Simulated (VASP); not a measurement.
# PtSe (Fm-3m) in VASP: notebook

PtSe is run at these levels: PBE0; tasks: single point, relaxation of cell and atoms.

Program: VASP 6.6.1. These are calculated values, not measurements. Logs are shortened: lines on timing, memory, paths and dates and some standing lists are left out, and cuts for length are marked.

### Step 1. The cell of the first run

It takes space group Fm-3m (No. 225, cubic). Conventional cell: a = 5.597 Å, b = 5.597 Å, c = 5.597 Å, α = 90.00°, β = 90.00°, γ = 90.00°. Pt (site symmetry m-3m) has 6 Se at 2.80 Å within 3.7 Å. Within 3.7 Å of Se (site symmetry m-3m) lie 6 Pt at 2.80 Å.

### Step 2. Single point, PBE0

The input, POSCAR:

```
PtSe
1.0
    0.0000000000      2.7984111300      2.7984111300
    2.7984111300      0.0000000000      2.7984111300
    2.7984111300      2.7984111300      0.0000000000
Pt Se
1 1
Direct
    0.5000000000      0.5000000000      0.5000000000
    0.0000000000      0.0000000000      0.0000000000
```

The input, INCAR.step1:

```
PREC = Accurate
ENCUT = 520
EDIFF = 1E-5
ISMEAR = -1
SIGMA = 0.05
LREAL = False
LASPH = True
NELM = 100
ALGO = Normal
ISIF = 2
LWAVE = True
LCHARG = False
GGA = PE
NBANDS = 15
```

The input, INCAR.step2:

```
PREC = Accurate
ENCUT = 520
EDIFF = 1E-7
ISMEAR = -1
SIGMA = 0.05
LREAL = False
LASPH = True
NELM = 100
ALGO = Normal
ISIF = 2
LWAVE = False
LCHARG = False
GGA = PE
LHFCALC = True
AEXX = 0.25
PRECFOCK = Normal
ISTART = 1
NBANDS = 15
```

The input, KPOINTS:

```
Automatic mesh
0
Gamma
  4 4 4
```

Potentials or basis: VASP PAW PBE potentials, release 64 (Pt, Se).

The run is started by

```bash
> cat potpaw_PBE.64/Pt/POTCAR potpaw_PBE.64/Se/POTCAR > POTCAR
> cp INCAR.step1 INCAR
> mpirun -np 1 vasp_std > vasp.out
> cp INCAR.step2 INCAR
> mpirun -np 1 vasp_std > vasp.out
```

OUTCAR:

```text
PREC = Accurate
   ENCUT = 520
   EDIFF = 1E-7
   ISMEAR = -1
   LREAL = False
   LASPH = True
   NELM = 100
   ISIF = 2
   GGA = PE
   LHFCALC = True
   AEXX = 0.25
   PRECFOCK = Normal
   ISTART = 1

 ion  position               nearest neighbor table
   1  0.500  0.500  0.500-   2 2.80   2 2.80   2 2.80   2 2.80   2 2.80   2 2.80
   2  0.000  0.000  0.000-   1 2.80   1 2.80   1 2.80   1 2.80   1 2.80   1 2.80

  LATTYP: Found a face centered cubic cell.
 ALAT       =     5.5968222600

  Lattice vectors:

 A1 = (   0.0000000000,   2.7984111300,   2.7984111300)
 A2 = (   2.7984111300,   0.0000000000,   2.7984111300)
 A3 = (   2.7984111300,   2.7984111300,   0.0000000000)

Analysis of symmetry for initial positions (statically):
=====================================================================
 Subroutine PRICEL returns:
 Original cell was already a primitive cell.

 Routine SETGRP: Setting up the symmetry group for a
 face centered cubic supercell.

 Subroutine GETGRP returns: Found 48 space group operations
 (whereof 48 operations were pure point group operations)
 out of a pool of 48 trial point group operations.

The static configuration has the point symmetry O_h .

Analysis of symmetry for dynamics (positions and initial velocities):
=====================================================================
 Subroutine PRICEL returns:
 Original cell was already a primitive cell.

 Routine SETGRP: Setting up the symmetry group for a
 face centered cubic supercell.

 Subroutine GETGRP returns: Found 48 space group operations
 (whereof 48 operations were pure point group operations)
 out of a pool of 48 trial point group operations.

The dynamic configuration has the point symmetry O_h .

 Subroutine INISYM returns: Found 48 space group operations
 (whereof 48 operations are pure point group operations),
 and found     1 'primitive' translations

----------------------------------------------------------------------------------------

                                     Primitive cell

  volume of cell :      43.8293

  direct lattice vectors                    reciprocal lattice vectors
     0.000000000  2.798411130  2.798411130    -0.178672817  0.178672817  0.178672817
     2.798411130  0.000000000  2.798411130     0.178672817 -0.178672817  0.178672817
     2.798411130  2.798411130  0.000000000     0.178672817  0.178672817 -0.178672817

  length of vectors
     3.957550973  3.957550973  3.957550973     0.309470397  0.309470397  0.309470397

  position of ions in fractional coordinates (direct lattice)
     0.500000000  0.500000000  0.500000000
     0.000000000  0.000000000  0.000000000

  ion indices of the primitive-cell ions
   primitive index   ion index
                 1           1
                 2           2

----------------------------------------------------------------------------------------

 KPOINTS: Automatic mesh

Automatic generation of k-mesh.
 Grid dimensions read from file:
 generate k-points for:    4    4    4

 Generating k-lattice:

  Cartesian coordinates                     Fractional coordinates (reciprocal lattice)
    -0.044668204  0.044668204  0.044668204     0.250000000  0.000000000  0.000000000
     0.044668204 -0.044668204  0.044668204     0.000000000  0.250000000  0.000000000
     0.044668204  0.044668204 -0.044668204     0.000000000  0.000000000  0.250000000

  Length of vectors
     0.077367599  0.077367599  0.077367599

  Shift w.r.t. Gamma in fractional coordinates (k-lattice)
     0.000000000  0.000000000  0.000000000

 Subroutine IBZKPT returns following result:
 ===========================================

 Found      8 irreducible k-points:

 Following reciprocal coordinates:
            Coordinates               Weight
  0.000000  0.000000  0.000000      1.000000
  0.250000  0.000000  0.000000      8.000000
  0.500000  0.000000  0.000000      4.000000
  0.250000  0.250000  0.000000      6.000000
  0.500000  0.250000  0.000000     24.000000
 -0.250000  0.250000  0.000000     12.000000
  0.500000  0.500000  0.000000      3.000000
 -0.250000  0.500000  0.250000      6.000000
   k-points           NKPTS =      8   k-points in BZ     NKDIM =     64   number of bands    NBANDS=     15
   number of dos      NEDOS =    301   number of ions     NIONS =      2
   total plane-waves  NPLWV =  27000
   dimension x,y,z NGX =    30 NGY =   30 NGZ =   30
   dimension x,y,z NGXF=    60 NGYF=   60 NGZF=   60
   ions per type =               1   1
   NGX,Y,Z   is equivalent  to a cutoff of  12.60, 12.60, 12.60 a.u.
   NGXF,Y,Z  is equivalent  to a cutoff of  25.20, 25.20, 25.20 a.u.
 SYSTEM =  unknown system
   PREC   = accura    normal or accurate (medium, high low for compatibility)
   ISTART =      1    job   : 0-new  1-cont  2-samecut
   ICHARG =      0    charge: 1-file 2-atom 10-const
   ISPIN  =      1    spin polarized calculation?
   LNONCOLLINEAR =      F non collinear calculations
   LSORBIT =      F    spin-orbit coupling
   LASPH  =      T    aspherical Exc in radial PAW
   ENCUT  =  520.0 eV  38.22 Ry    6.18 a.u.   7.36  7.36  7.36*2*pi/ulx,y,z
   NELM   =    100;   NELMIN=  2; NELMDL=  0     # of ELM steps
   EDIFF  = 0.1E-06   stopping-criterion for ELM
   LREAL  =      F    real-space projection
   EDIFFG = 0.1E-05   stopping-criterion for IOM
   NSW    =      0    number of steps for IOM
   IBRION =     -1    ionic relax: 0-MD 1-quasi-New 2-CG
   NFREE  =      0    steps in history (QN), initial steepest desc. (CG)
   ISIF   =      2    stress and relaxation
   ISYM   =      3    0-nonsym 1-usesym 2-fastsym
   POTIM  = 0.5000    time-step for ionic-motion
   TEBEG  =    0.0;   TEEND  =   0.0 temperature during run
   PSTRESS=    0.0 pullay stress
   NELECT =      16.0000    total number of electrons
   NUPDOWN=      -1.0000    fix difference up-down
   EMIN   =  10.00;   EMAX   =-10.00  energy-range for DOS
   EFERMI =   0.00;   METHOD = LEGACY
   ISMEAR =    -1;   SIGMA  =   0.05  broadening in eV -4-tet -1-fermi 0-gaus
   EFERMI_NEDOS =   21; number of points for ismear=-14 and -15
   IALGO  =     38    algorithm
   IMIX   =      1    mixing-type and parameters
     AMIX     =   0.40;   BMIX     =  1.00
     AMIX_MAG =   1.60;   BMIX_MAG =  1.00
  volume/ion in A,a.u.               =      21.91       147.89
  Fermi-wavevector in a.u.,A,eV,Ry     =   1.170020  2.211017 18.625654  1.368947
  Thomas-Fermi vector in A             =   2.306485
   LORBIT       =      0    0 simple, 1 ext, 2 COOP (PROOUT), +10 PAW based schemes
   GGA     = PE    functional components
   LHFCALC =     T    Hartree Fock is set to
   PRECFOCK=normal    Normal, Fast or Accurate (Low or Medium for compatibility)
   ENCUT4O =  -1.0   cutoff for four orbital integrals eV
   NKREDX  =     1    reduce k-point grid by
   NKREDY  =     1    reduce k-point grid by
   NKREDZ  =     1    reduce k-point grid by
   AEXX    =    0.2500 exact exchange contribution
   HFSCREEN=    0.0000 screening length (either q_TF or 0.3 A-1)
   HFSCREENC=   0.0000 screening length for correlation (either q_TF or 0.3 A-1)
   ENCUTFOCK=  -1.0 apply spherical cutoff to Coloumb kernel
   IVDW    =     0    specifies the selected vdW correction
   LEPSILON=     F    determine dielectric tensor
   LRPA    =     F    only Hartree local field effects (RPA)
 non-spin polarized calculation
  energy-cutoff  :      520.00
  volume of cell :       43.83
 maximum number of plane-waves:      1243
 NGX is ok and might be reduce to    30
  NGX = 24; NGY = 24; NGZ = 24

 number of electron      16.0000000 magnetization

 Free energy of the ion-electron system (eV)
  ---------------------------------------------------
  ext. energy  EPLUGINS =         0.00000000
  ---------------------------------------------------
  free energy    TOTEN  =       -11.79566768 eV

  energy without entropy =      -11.77876504  energy(sigma->0) =      -11.78721636

 E-fermi :   4.9393     XC(G=0):  -8.3791

 val. band max:        4.8588192505   @ k =   0.5000   0.2500   0.0000
 cond. band min:       5.5031144700   @ k =   0.5000   0.2500   0.0000
 fundamental gap:      0.6442952195
 Fermi energy:         4.9392865842

 k-point     1 :       0.0000    0.0000    0.0000
  band No.  band energies     occupation
      1     -11.0588      2.00000
      2       1.3613      2.00000
      3       1.3613      2.00000
      4       1.3613      2.00000
      5       1.8882      2.00000
      6       1.8882      2.00000
      7       3.1954      2.00000
      8       3.1954      2.00000
      9       3.1954      2.00000
     10       6.3335      0.00000
     11      16.1568      0.00000
     12      16.9339      0.00000
     13      16.9339      0.00000
     14      16.9339      0.00000
     15      18.5659      0.00000

 k-point     2 :       0.2500    0.0000    0.0000
  band No.  band energies     occupation
      1     -10.5475      2.00000
      2      -0.6472      2.00000
      3       0.2369      2.00000
      4       0.2369      2.00000
      5       1.7598      2.00000
      6       1.7598      2.00000
      7       2.2681      2.00000
      8       6.0921      0.00000
      9       6.0921      0.00000
     10       9.3779      0.00000
     11      13.1750      0.00000
     12      14.5037      0.00000
     13      14.5037      0.00000
     14      17.2428      0.00000
     15      18.2280      0.00000
[... 77 lines left out ...]
      3       0.7171      2.00000
      4       1.6800      2.00000
      5       1.6801      2.00000
      6       2.3009      2.00000
      7       2.3458      2.00000
      8       2.3458      2.00000
      9       3.2965      2.00000
     10       5.7817      0.00000
     11      13.9485      0.00000
     12      16.5587      0.00000
     13      18.3795      0.00000
     14      18.3795      0.00000
     15      21.3680      0.00000

 k-point     8 :      -0.2500    0.5000    0.2500
  band No.  band energies     occupation
      1      -9.8626      2.00000
      2      -0.6866      2.00000
      3      -0.2644      2.00000
      4      -0.2644      2.00000
      5       2.3465      2.00000
      6       2.4870      2.00000
      7       2.4870      2.00000
      8       3.0926      2.00000
      9       3.3486      2.00000
     10      10.2104      0.00000
     11      13.3158      0.00000
     12      14.3055      0.00000
     13      14.3055      0.00000
     14      20.0270      0.00000
     15      20.0270      0.00000

------------------------ aborting loop because EDIFF is reached ----------------------------------------

  FORCE on cell =-STRESS in cart. coord.  units (eV):
  Direction    XX          YY          ZZ          XY          YZ          ZX
  --------------------------------------------------------------------------------------
  -------------------------------------------------------------------------------------
  Total       -4.4462902     -4.4462902     -4.4462902      0.0000000     -0.0000000      0.0000000
  in kB     -162.5338533   -162.5338533   -162.5338533      0.0000000     -0.0000000      0.0000000
  external PRESSURE =    -162.5338533 kB  Pullay stress =       0.0000000 kB

 VOLUME and BASIS-vectors are now :
 -----------------------------------------------------------------------------
  energy-cutoff  :      520.00
  volume of cell :       43.83
      direct lattice vectors                 reciprocal lattice vectors
     0.000000000  2.798411130  2.798411130    -0.178672817  0.178672817  0.178672817
     2.798411130  0.000000000  2.798411130     0.178672817 -0.178672817  0.178672817
     2.798411130  2.798411130  0.000000000     0.178672817  0.178672817 -0.178672817

 POSITION                                       TOTAL-FORCE (eV/Angst)
 -----------------------------------------------------------------------------------
      2.79841      2.79841      2.79841         0.000000      0.000000      0.000000
      0.00000      0.00000      0.00000         0.000000      0.000000      0.000000
 -----------------------------------------------------------------------------------
    total drift:                                0.000000      0.000001      0.000001

  FREE ENERGIE OF THE ION-ELECTRON SYSTEM (eV)
  ---------------------------------------------------
  free  energy   TOTEN  =       -11.7956676850 eV

  energy  without entropy=      -11.7787650395  energy(sigma->0) =      -11.78721636
```

Run time: 12 min. Hardware: 1 thread of Intel Xeon Platinum 8375C at 2.90GHz (Ice Lake), shared host; peak memory 0.18 GiB.

Results:

- Free energy: -11.7957 eV
- Pressure: -16.3 GPa
- Band gap on the k mesh: zero (bands 8 and 9 overlap by 4.67 eV)

Caveat: the k points lie up to 0.49 Å⁻¹ apart, too coarse for converged energies and pressures of a metal; the PAW data sets were made with another functional, which shifts forces and pressure a little; spin-orbit coupling is left out, which moves the levels of the heavy elements.

### Step 3. Relaxation of cell and atoms, PBE0

POSCAR is that of step 2.

The input, INCAR.step1:

```
PREC = Accurate ; ENCUT = 600
EDIFF = 1E-5 ; ISMEAR = -1
SIGMA = 0.05 ; LREAL = False
LASPH = True ; NELM = 80
ALGO = Normal ; LWAVE = True
LCHARG = False ; GGA = PE
NBANDS = 15
```

The input, INCAR.step2:

```
PREC = Accurate ; ENCUT = 600
EDIFF = 1E-6 ; ISMEAR = -1
SIGMA = 0.05 ; LREAL = False
LASPH = True ; NELM = 80
ALGO = Normal ; ISIF = 3
LWAVE = False ; LCHARG = False
GGA = PE ; LHFCALC = True
AEXX = 0.25 ; PRECFOCK = Normal
IBRION = 2 ; NSW = 60
EDIFFG = -0.01 ; ISTART = 1
```

The input, KPOINTS:

```
regular mesh
0
Gamma
  4 4 4
```

Potentials or basis: VASP PAW PBE potentials, release 64 (Pt, Se).

The run is started by

```bash
> cat potpaw_PBE.64/Pt/POTCAR potpaw_PBE.64/Se/POTCAR > POTCAR
> cp INCAR.step1 INCAR
> mpirun -np 1 vasp_std > vasp.out
> cp INCAR.step2 INCAR
> mpirun -np 1 vasp_std > vasp.out
```

OUTCAR:

```text
PREC = Accurate
   ENCUT = 600
   EDIFF = 1E-6
   ISMEAR = -1
   LREAL = False
   LASPH = True
   NELM = 80
   ISIF = 3
   GGA = PE
   LHFCALC = True
   AEXX = 0.25
   PRECFOCK = Normal
   IBRION = 2
   NSW = 60
   EDIFFG = -0.01
   ISTART = 1

 ion  position               nearest neighbor table
   1  0.500  0.500  0.500-   2 2.80   2 2.80   2 2.80   2 2.80   2 2.80   2 2.80
   2  0.000  0.000  0.000-   1 2.80   1 2.80   1 2.80   1 2.80   1 2.80   1 2.80

  LATTYP: Found a face centered cubic cell.
 ALAT       =     5.5968222600

  Lattice vectors:

 A1 = (   0.0000000000,   2.7984111300,   2.7984111300)
[... 175 lines left out ...]
  -------------------------------------------------------------------------------------
  Total       -4.4384320     -4.4384320     -4.4384320      0.0000000     -0.0000000      0.0000000
  in kB     -162.2465988   -162.2465988   -162.2465988      0.0000000     -0.0000000      0.0000000
  external PRESSURE =    -162.2465988 kB  Pullay stress =       0.0000000 kB
[... 167 lines left out ...]
--------------------------------------- Ionic step        6  -------------------------------------------

 number of electron      16.0000000 magnetization

 Free energy of the ion-electron system (eV)
  ---------------------------------------------------
  ext. energy  EPLUGINS =         0.00000000
  ---------------------------------------------------
  free energy    TOTEN  =       -12.32955602 eV

  energy without entropy =      -12.31265969  energy(sigma->0) =      -12.32110785

 E-fermi :   7.6785     XC(G=0):  -9.1699

 val. band max:        7.5979960205   @ k =   0.5000   0.2500   0.0000
 cond. band min:       8.4117460574   @ k =   0.5000   0.2500   0.0000
 fundamental gap:      0.8137500369
 Fermi energy:         7.6784677667

 k-point     1 :       0.0000    0.0000    0.0000
  band No.  band energies     occupation
      1      -9.8218      2.00000
      2       2.9749      2.00000
      3       2.9749      2.00000
      4       2.9749      2.00000
      5       3.5261      2.00000
      6       3.5261      2.00000
      7       5.6877      2.00000
      8       5.6877      2.00000
      9       5.6877      2.00000
     10      10.3337      0.00000
     11      18.5585      0.00000
     12      20.5497      0.00000
[... 132 lines left out ...]
  FREE ENERGIE OF THE ION-ELECTRON SYSTEM (eV)
  ---------------------------------------------------
  free  energy   TOTEN  =       -12.3295560199 eV

  energy  without entropy=      -12.3126596896  energy(sigma->0) =      -12.32110785

 reached required accuracy - stopping structural energy minimisation
```

OUTCAR.step1:

```text
PREC = Accurate
   ENCUT = 600
   EDIFF = 1E-5
   ISMEAR = -1
   LREAL = False
[... 345 lines left out ...]
      2.79841      2.79841      2.79841        -0.000000     -0.000000     -0.000000
      0.00000      0.00000      0.00000         0.000000      0.000000      0.000000
 -----------------------------------------------------------------------------------
    total drift:                                0.000000     -0.000000      0.000000

  FREE ENERGIE OF THE ION-ELECTRON SYSTEM (eV)
  ---------------------------------------------------
  free  energy   TOTEN  =        -9.1410331268 eV

  energy  without entropy=       -9.0952879437  energy(sigma->0) =       -9.11816054
```

OSZICAR.step1:

```text
N       E                     dE             d eps       ncg     rms          rms(c)
DAV:   1     0.636273785383E+02    0.63627E+02   -0.78741E+03   240   0.106E+03
DAV:   2    -0.721822258268E+01   -0.70846E+02   -0.62483E+02   289   0.181E+02
DAV:   3    -0.932193383353E+01   -0.21037E+01   -0.20889E+01   289   0.295E+01
DAV:   4    -0.933205578436E+01   -0.10122E-01   -0.10120E-01   303   0.243E+00
DAV:   5    -0.933218077408E+01   -0.12499E-03   -0.12499E-03   317   0.278E-01    0.644E+00
DAV:   6    -0.917925114462E+01    0.15293E+00   -0.91132E-01   254   0.701E+00    0.411E+00
DAV:   7    -0.914323346894E+01    0.36018E-01   -0.98088E-02   240   0.264E+00    0.237E+00
DAV:   8    -0.914131386902E+01    0.19196E-02   -0.28911E-02   282   0.125E+00    0.437E-01
DAV:   9    -0.914112254822E+01    0.19132E-03   -0.16004E-03   268   0.255E-01    0.702E-02
DAV:  10    -0.914102803625E+01    0.94512E-04   -0.38339E-04   310   0.160E-01    0.149E-02
DAV:  11    -0.914103312683E+01   -0.50906E-05   -0.11248E-05   225   0.273E-02
   1 F= -.91410331E+01 E0= -.91181605E+01  d E =-.457452E-01
```

Run time: 46 min. Hardware: 1 thread of Intel Xeon Platinum 8375C at 2.90GHz (Ice Lake), shared host; peak memory 0.2 GiB.

What came out:

```
Free energy                           : -12.3296 eV
Relaxed volume                        : 17.88 Å³/atom
Relaxed cell                          : a = 3.698 Å, b = 3.698 Å, c = 3.698 Å, α = 60.00°, β = 60.00°, γ = 60.00°
Space group after relaxing (to 0.1 Å) : Fm-3m (No. 225)
Energy gained by relaxing             : 266.8 meV/atom
Ionic steps                           : 6
Pressure after relaxing               : 0.0 GPa
Band gap on the k mesh                : zero (bands 8 and 9 overlap by 5.89 eV)
```

Step by step:
| step | energy change (eV) | largest force (eV/Å) | pressure (GPa) | volume (Å³) |
| --- | --- | --- | --- | --- |
| 1 | 0.0000 | 0.0000 | -16.22 | 43.83 |
| 2 | -0.1758 | 0.0000 | 28.94 | 31.21 |
| 3 | -0.5335 | 0.0000 | -0.43 | 35.87 |
| 4 | -0.5336 | 0.0000 | 0.16 | 35.72 |
| 5 | -0.5336 | 0.0000 | -0.16 | 35.81 |
| 6 | -0.5337 | 0.0000 | -0.02 | 35.76 |

Final structure:
```cif
data_structure
_symmetry_space_group_name_H-M 'P 1'
_symmetry_Int_Tables_number 1
_cell_length_a 3.6979
_cell_length_b 3.6979
_cell_length_c 3.6979
_cell_angle_alpha 60.000
_cell_angle_beta 60.000
_cell_angle_gamma 60.000
_cell_volume 35.76
loop_
_atom_site_label
_atom_site_type_symbol
_atom_site_fract_x
_atom_site_fract_y
_atom_site_fract_z
_atom_site_occupancy
Pt1 Pt 0.50000 0.50000 0.50000 1
Se1 Se 0.00000 0.00000 0.00000 1
```

Levels at points of the mesh, in eV from the Fermi level:
```
           k point  band 5  band 6  band 7  band 8  band 9  band 10  band 11  band 12
(0.00, 0.00, 0.00)   -4.15   -4.15   -1.99   -1.99   -1.99     2.66    10.88    12.87
(0.50, 0.00, 0.00)   -3.55   -3.55   -2.92    3.90    3.90     4.21     7.30     7.30
(0.50, 0.50, 0.00)   -4.08   -3.68   -3.24   -3.24   -1.64     0.99     9.62    13.19
```

Caveat: the k points lie up to 0.52 Å⁻¹ apart in the final cell, too coarse for converged energies and pressures of a metal; the volume moved by over 15 % at a fixed basis, so the end points are rough; the PAW data sets were made with another functional, which shifts forces and pressure a little; spin-orbit coupling is left out, which moves the levels of the heavy elements.

The gap in the log of VASP goes by the Fermi energy; the results here count the filled bands.